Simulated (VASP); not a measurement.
# AlN (I-4m2) in VASP: a series of runs, part 2 of 2

VASP 6.6.1. Earlier steps stand in the parts before.

## 3. Single point, PBEsol (in-plane strain -0.005)

The input, INCAR:

```
SYSTEM = AlN
  PREC = Accurate
  ENCUT = 520
  EDIFF = 1E-6
  ISMEAR = 0
  SIGMA = 0.01
  LREAL = .FALSE.
  LASPH = .TRUE.
  NELM = 100
  ALGO = Normal
  ISIF = 2
  LWAVE = .FALSE.
  LCHARG = .FALSE.
  GGA = PS
  NBANDS = 11
```

The input, KPOINTS:

```
regular mesh
0
G
  10 10 10
  0 0 0
```

The input, POSCAR:

```
AlN
1.0
    2.1777360830      2.1777360830      0.0000000000
   -2.1777360830      2.1777360830      0.0000000000
    0.0000000000      2.1777360830      2.1952455189
Al N
1 1
Direct
    0.0000000000      0.0000000000      0.0000000000
    0.2500000000      0.7500000000      0.5000000000
```

Potentials or basis: VASP PAW PBE potentials, release 64 (Al, N).

Launch:

```bash
$ cat potpaw_PBE.64/Al/POTCAR potpaw_PBE.64/N/POTCAR > POTCAR
$ mpirun -np 1 vasp_std > vasp.out
```

OUTCAR:

```text
SYSTEM = AlN
   PREC = Accurate
   ENCUT = 520
   EDIFF = 1E-6
   ISMEAR = 0
   LREAL = .FALSE.
   LASPH = .TRUE.
   NELM = 100
   ISIF = 2
   GGA = PS

 ion  position               nearest neighbor table
   1  0.000  0.000  0.000-   2 1.89   2 1.89   2 1.89   2 1.89
   2  0.250  0.750  0.500-   1 1.89   1 1.89   1 1.89   1 1.89

  LATTYP: Found a body centered tetragonal cell.
 ALAT       =     3.0797839038
 C/A-ratio  =     1.4255841237

  Lattice vectors:

 A1 = (   2.1777360830,   0.0000000000,  -2.1952455189)
 A2 = (  -2.1777360830,   0.0000000000,  -2.1952455189)
 A3 = (   0.0000000000,   2.1777360830,   2.1952455189)

Analysis of symmetry for initial positions (statically):
=====================================================================
 Subroutine PRICEL returns:
 Original cell was already a primitive cell.

 Routine SETGRP: Setting up the symmetry group for a
 body centered tetragonal supercell.

 Subroutine GETGRP returns: Found  8 space group operations
 (whereof  8 operations were pure point group operations)
 out of a pool of 16 trial point group operations.

The static configuration has the point symmetry D_2d.

Analysis of symmetry for dynamics (positions and initial velocities):
=====================================================================
 Subroutine PRICEL returns:
 Original cell was already a primitive cell.

 Routine SETGRP: Setting up the symmetry group for a
 body centered tetragonal supercell.

 Subroutine GETGRP returns: Found  8 space group operations
 (whereof  8 operations were pure point group operations)
 out of a pool of 16 trial point group operations.

The dynamic configuration has the point symmetry D_2d.

 Subroutine INISYM returns: Found  8 space group operations
 (whereof  8 operations are pure point group operations),
 and found     1 'primitive' translations

----------------------------------------------------------------------------------------

                                     Primitive cell

  volume of cell :      20.8221
[... 112 lines left out ...]
  Thomas-Fermi vector in A             =   2.326229
   LORBIT       =      0    0 simple, 1 ext, 2 COOP (PROOUT), +10 PAW based schemes
   GGA     = PS    functional components
   LHFCALC =     F    Hartree Fock is set to
   AEXX    =    0.0000 exact exchange contribution
   IVDW    =     0    specifies the selected vdW correction
   LEPSILON=     F    determine dielectric tensor
   LRPA    =     F    only Hartree local field effects (RPA)
 non-spin polarized calculation
 Gauss-broadening in eV      SIGMA  =   0.01
  energy-cutoff  :      520.00
  volume of cell :       20.82
 maximum number of plane-waves:       570
   NGX = 11   NGY = 11   NGZ = 11

 number of electron       8.0000000 magnetization

 Free energy of the ion-electron system (eV)
  ---------------------------------------------------
  ext. energy  EPLUGINS =         0.00000000
  ---------------------------------------------------
  free energy    TOTEN  =       -15.61024714 eV

  energy without entropy =      -15.61024714  energy(sigma->0) =      -15.61024714

 E-fermi :   6.0415     XC(G=0): -11.1319

 val. band max:        5.8954655166   @ k =   0.0000   0.0000   0.0000
 cond. band min:       9.0591480473   @ k =   0.5000   0.5000  -0.0000
 fundamental gap:      3.1636825307
 Fermi energy:         6.0415032240

 k-point     1 :       0.0000    0.0000    0.0000
  band No.  band energies     occupation
      1      -9.0777      2.00000
      2       5.8616      2.00000
      3       5.8955      2.00000
      4       5.8955      2.00000
      5      10.0218      0.00000
      6      18.3561      0.00000
      7      18.3561      0.00000
      8      18.3642      0.00000
      9      23.3408      0.00000
     10      23.6068      0.00000
     11      24.6319      0.00000
[... 309 lines left out ...]
 k-point    24 :       0.4000    0.3000    0.0000
  band No.  band energies     occupation
      1      -6.4635      2.00000
      2       1.2947      2.00000
      3       2.5380      2.00000
      4       4.6663      2.00000
      5      11.5568      0.00000
      6      15.8907      0.00000
      7      18.5031      0.00000
      8      19.3189      0.00000
      9      21.5049      0.00000
     10      25.0375      0.00000
     11      29.9452      0.00000

 [... further k-points ...]
[... 5 lines left out ...]
  --------------------------------------------------------------------------------------
  -------------------------------------------------------------------------------------
  Total        0.2335989      0.2335989      0.0964464      0.0000000     -0.0000000      0.0000000
  in kB       17.9745404     17.9745404      7.4211825      0.0000000     -0.0000000      0.0000000
  external PRESSURE =      14.4567544 kB  Pullay stress =       0.0000000 kB

 VOLUME and BASIS-vectors are now :
 -----------------------------------------------------------------------------
  energy-cutoff  :      520.00
  volume of cell :       20.82
      direct lattice vectors                 reciprocal lattice vectors
     2.177736083  2.177736083  0.000000000     0.229596232  0.229596232 -0.227764956
    -2.177736083  2.177736083  0.000000000    -0.229596232  0.229596232 -0.227764956
     0.000000000  2.177736083  2.195245519     0.000000000  0.000000000  0.455529913

 POSITION                                       TOTAL-FORCE (eV/Angst)
 -----------------------------------------------------------------------------------
      0.00000      0.00000      0.00000         0.000000      0.000000      0.000000
     -1.08887      3.26660      1.09762         0.000000     -0.000000      0.000000
 -----------------------------------------------------------------------------------
    total drift:                               -0.000000      0.000000      0.000000

  FREE ENERGIE OF THE ION-ELECTRON SYSTEM (eV)
  ---------------------------------------------------
  free  energy   TOTEN  =       -15.6102471417 eV

  energy  without entropy=      -15.6102471417  energy(sigma->0) =      -15.61024714
```

OSZICAR:

```text
N       E                     dE             d eps       ncg     rms          rms(c)
DAV:   1     0.980866885735E+01    0.98087E+01   -0.38083E+03  2284   0.601E+02
DAV:   2    -0.170026493002E+02   -0.26811E+02   -0.25952E+02  2680   0.137E+02
DAV:   3    -0.178394511105E+02   -0.83680E+00   -0.83599E+00  2754   0.231E+01
DAV:   4    -0.178437481751E+02   -0.42971E-02   -0.42967E-02  2547   0.181E+00
DAV:   5    -0.178437991154E+02   -0.50940E-04   -0.50940E-04  2763   0.191E-01    0.829E+00
DAV:   6    -0.156517663542E+02    0.21920E+01   -0.10809E+01  2662   0.163E+01    0.285E+00
DAV:   7    -0.156286013119E+02    0.23165E-01   -0.15217E-01  2505   0.303E+00    0.202E+00
DAV:   8    -0.156114592769E+02    0.17142E-01   -0.27332E-02  2526   0.154E+00    0.556E-01
DAV:   9    -0.156102308538E+02    0.12284E-02   -0.35026E-03  2697   0.363E-01    0.230E-01
DAV:  10    -0.156102444175E+02   -0.13564E-04   -0.26391E-04  2508   0.109E-01    0.127E-02
DAV:  11    -0.156102472083E+02   -0.27908E-05   -0.22050E-06  2727   0.126E-02    0.147E-02
DAV:  12    -0.156102471417E+02    0.66672E-07   -0.22421E-07  1458   0.392E-03
   1 F= -.15610247E+02 E0= -.15610247E+02  d E =-.269369E-97
```

stdout:

```text
POSCAR found type information on POSCAR AlN
 POSCAR found :  2 types and       2 ions
 scaLAPACK will be used
 -----------------------------------------------------------------------------
|                                                                             |
|                                                                             |
|     You enforced a specific xc type in the INCAR file but a different       |
|     I HOPE YOU KNOW WHAT YOU ARE DOING!                                     |
|                                                                             |
 -----------------------------------------------------------------------------

 LDA part: xc-table for (Slater+PW92), standard interpolation
 POSCAR, INCAR and KPOINTS ok, starting setup
 FFT: planning ... GRIDC
 FFT: planning ... GRID_SOFT
 FFT: planning ... GRID
 WAVECAR not read
 entering main loop
```

Wall time 8.1 s (1 thread of Intel Xeon Platinum 8559C (Emerald Rapids), shared host); peak memory 0.14 GiB.

What came out:

```yaml
Free_energy: -15.6102 eV
Pressure: 1.4 GPa
Band_gap_on_the_k_mesh: 3.16 eV, indirect (least direct gap 4.13 eV)
```

Levels at points of the mesh, in eV from the valence-band top:
| k point | band 2 | band 3 | band 4 | band 5 | band 6 | band 7 |
| --- | --- | --- | --- | --- | --- | --- |
| (0.00, 0.00, 0.00) | -0.03 | 0.00 | 0.00 | 4.13 | 12.46 | 12.46 |
| (0.50, 0.00, 0.00) | -5.93 | -0.53 | -0.46 | 7.28 | 9.76 | 10.96 |
| (0.50, 0.50, 0.00) | -4.93 | -1.82 | -1.82 | 3.16 | 8.43 | 13.92 |
| (0.00, 0.00, 0.50) | -5.01 | -1.76 | -1.76 | 3.20 | 8.56 | 13.78 |

Caveat: the cell differs from its parent crystal (in-plane strain -0.005); the PAW data sets were made with another functional, which shifts forces and pressure a little. A k mesh can miss the band edges.

## 4. Single point, PBEsol (film at in-plane strain -0.005)

The input, INCAR:

```
PREC = Accurate
ENCUT = 520
EDIFF = 1E-6
ISMEAR = 0
SIGMA = 0.01
LREAL = F
LASPH = T
NELM = 60
ALGO = Normal
ISIF = 2
LWAVE = F
LCHARG = F
GGA = PS
NBANDS = 11
```

The input, KPOINTS:

```
regular mesh
0
Gamma
  10 10 10
```

POSCAR: that of step 3 with these lines changed.

```diff
@@ -4,3 +4,3 @@
    -2.1777360830      2.1777360830      0.0000000000
-    0.0000000000      2.1777360830      2.1952455189
+    0.0000000000      2.1777360830      2.2007178144
 Al N
```

Launch:

```bash
$ cat potpaw_PBE.64/Al/POTCAR potpaw_PBE.64/N/POTCAR > POTCAR
$ mpirun -np 1 vasp_std > vasp.out
```

It took 8.7 s on 1 thread of Intel Xeon Platinum 8559C (Emerald Rapids), shared host; peak memory 0.14 GiB.

Results (log left out):

| Item | Value |
| --- | --- |
| Free energy | -15.6104 eV |
| Pressure | 0.9 GPa |
| Band gap on the k mesh | 3.16 eV, indirect (least direct gap 4.10 eV) |

Stress tensor (GPa, compression positive):
```
1.39 0.00 0.00
0.00 1.39 0.00
0.00 0.00 0.00
```

Levels at points of the mesh, in eV from the valence-band top:
| k point | band 1 | band 2 | band 3 | band 4 | band 5 | band 6 | band 7 | band 8 | band 9 |
| --- | --- | --- | --- | --- | --- | --- | --- | --- | --- |
| (0.00, 0.00, 0.00) | -14.96 | -0.04 | 0.00 | 0.00 | 4.10 | 12.43 | 12.43 | 12.44 | 17.38 |
| (0.50, 0.00, 0.00) | -12.88 | -5.92 | -0.54 | -0.45 | 7.25 | 9.74 | 10.92 | 11.11 | 17.78 |
| (0.50, 0.50, 0.00) | -12.22 | -4.92 | -1.83 | -1.83 | 3.16 | 8.40 | 13.89 | 15.40 | 15.72 |
| (0.00, 0.00, 0.50) | -12.27 | -5.02 | -1.74 | -1.74 | 3.20 | 8.56 | 13.71 | 15.65 | 15.65 |

Caveat: the cell differs from its parent crystal (film at in-plane strain -0.005); the PAW data sets were made with another functional, which shifts forces and pressure a little. A k mesh can miss the band edges.

## 5. Single point, PBEsol (in-plane strain +0.005, then relaxed in part)

The input, INCAR:

```
SYSTEM = AlN
ALGO = Normal ; EDIFF = 1E-6
ENCUT = 520 ; GGA = PS
ISIF = 2 ; ISMEAR = 0
LASPH = .TRUE. ; LCHARG = .FALSE.
LREAL = .FALSE. ; LWAVE = .FALSE.
NBANDS = 11 ; NELM = 80
PREC = Accurate ; SIGMA = 0.01
```

The input, KPOINTS:

```
k-points
0
G
  10 10 10
  0 0 0
```

The input, POSCAR:

```
AlN
1.0
    2.1996228779      2.1996228779      0.0000000000
   -2.1996228779      2.1996228779      0.0000000000
    0.0000000000      2.1996228779      2.1770132106
Al N
1 1
Direct
    0.0000000000      0.0000000000      0.0000000000
    0.2500000000      0.7500000000      0.5000000000
```

Launch:

```bash
$ cat potpaw_PBE.64/Al/POTCAR potpaw_PBE.64/N/POTCAR > POTCAR
$ mpirun -np 1 vasp_std > vasp.out
```

Wall time 9.7 s (1 thread of Intel Xeon Platinum 8559C (Emerald Rapids), shared host); peak memory 0.14 GiB.

It converged, with:

```yaml
Free_energy: -15.6106 eV
Pressure: -0.9 GPa
Band_gap_on_the_k_mesh: 3.12 eV, indirect (least direct gap 4.01 eV)
```

Stress tensor (GPa, compression positive):
```
-1.36  0.00  0.00
 0.00 -1.36  0.00
 0.00  0.00 -0.06
```

Levels at points of the mesh, in eV from the valence-band top:
| k point | band 1 | band 2 | band 3 | band 4 | band 5 | band 6 | band 7 | band 8 | band 9 |
| --- | --- | --- | --- | --- | --- | --- | --- | --- | --- |
| (0.00, 0.00, 0.00) | -14.92 | -0.04 | -0.04 | 0.00 | 4.01 | 12.33 | 12.34 | 12.34 | 17.30 |
| (0.50, 0.00, 0.00) | -12.87 | -5.89 | -0.55 | -0.47 | 7.15 | 9.66 | 10.84 | 11.04 | 17.65 |
| (0.50, 0.50, 0.00) | -12.25 | -4.97 | -1.78 | -1.78 | 3.17 | 8.44 | 13.63 | 15.34 | 15.64 |
| (0.00, 0.00, 0.50) | -12.21 | -4.87 | -1.86 | -1.86 | 3.12 | 8.28 | 13.82 | 15.41 | 15.41 |

Caveat: the cell differs from its parent crystal (in-plane strain +0.005, then relaxed in part); the PAW data sets were made with another functional, which shifts forces and pressure a little. A k mesh can miss the band edges.

## 6. Single point, PBEsol (in-plane strain +0.005)

The input, INCAR:

```
  PREC = Accurate
  ENCUT = 520
  EDIFF = 1E-6
  ISMEAR = 0
  SIGMA = 0.01
  LREAL = False
  LASPH = True
  NELM = 60
  ALGO = Normal
  ISIF = 2
  LWAVE = False
  LCHARG = False
  GGA = PS
  NBANDS = 11
```

The input, KPOINTS:

```
Automatic mesh
0
Gamma
  10 10 10
```

POSCAR: that of step 5 with these lines changed.

```diff
@@ -4,3 +4,3 @@
    -2.1996228779      2.1996228779      0.0000000000
-    0.0000000000      2.1996228779      2.1770132106
+    0.0000000000      2.1996228779      2.1821134420
 Al N
```

Potentials or basis: VASP PAW PBE potentials, release 64 (Al, N).

Launch:

```bash
$ cat potpaw_PBE.64/Al/POTCAR potpaw_PBE.64/N/POTCAR > POTCAR
$ mpirun -np 1 vasp_std > vasp.out
```

Run time: 8.6 s. Hardware: 1 thread of Intel Xeon Platinum 8559C (Emerald Rapids), shared host; peak memory 0.14 GiB.

Results (log left out):

```
Free energy            : -15.6105 eV
Pressure               : -1.4 GPa
Band gap on the k mesh : 3.13 eV, indirect (least direct gap 3.99 eV)
```

Stress tensor (GPa, compression positive):
```
-1.72  0.00  0.00
 0.00 -1.72  0.00
 0.00  0.00 -0.71
```

Levels at points of the mesh, in eV from the valence-band top:
```
           k point  band 1  band 2  band 3  band 4  band 5  band 6  band 7  band 8
(0.00, 0.00, 0.00)  -14.90   -0.03   -0.03    0.00    3.99   12.31   12.32   12.32
(0.50, 0.00, 0.00)  -12.86   -5.88   -0.54   -0.47    7.14    9.65   10.86   11.01
(0.50, 0.50, 0.00)  -12.24   -4.95   -1.78   -1.77    3.17    8.42   13.62   15.34
(0.00, 0.00, 0.50)  -12.20   -4.88   -1.84   -1.84    3.13    8.30   13.76   15.40
```

Caveat: the cell differs from its parent crystal (in-plane strain +0.005); the PAW data sets were made with another functional, which shifts forces and pressure a little. A k mesh can miss the band edges.

## 7. Overview

```tsv
cell	gap on the mesh (eV)	pressure (GPa)
a = 3.080, b = 3.080, c = 3.096 Å, angles 60.2, 60.2, 90.0°, 2 atoms	3.16	0.9
a = 3.080, b = 3.080, c = 3.092 Å, angles 60.1, 60.1, 90.0°, 2 atoms	3.16	1.4
a = 3.111, b = 3.111, c = 3.095 Å, angles 59.8, 59.8, 90.0°, 2 atoms	3.12	-0.9
a = 3.111, b = 3.111, c = 3.098 Å, angles 59.9, 59.9, 90.0°, 2 atoms	3.13	-1.4
```

Alike in all rows: task single point; level PBEsol; potentials or basis VASP PAW PBE potentials, release 64 (Al, N); no spin polarisation; k mesh 10 × 10 × 10; cutoff (eV) 520; smearing gaussian 0.01 eV.

Caveats: the PAW data sets were made with another functional, which shifts forces and pressure a little.

Total energies depend on the potentials used, so only differences within one code and one set of settings carry meaning.
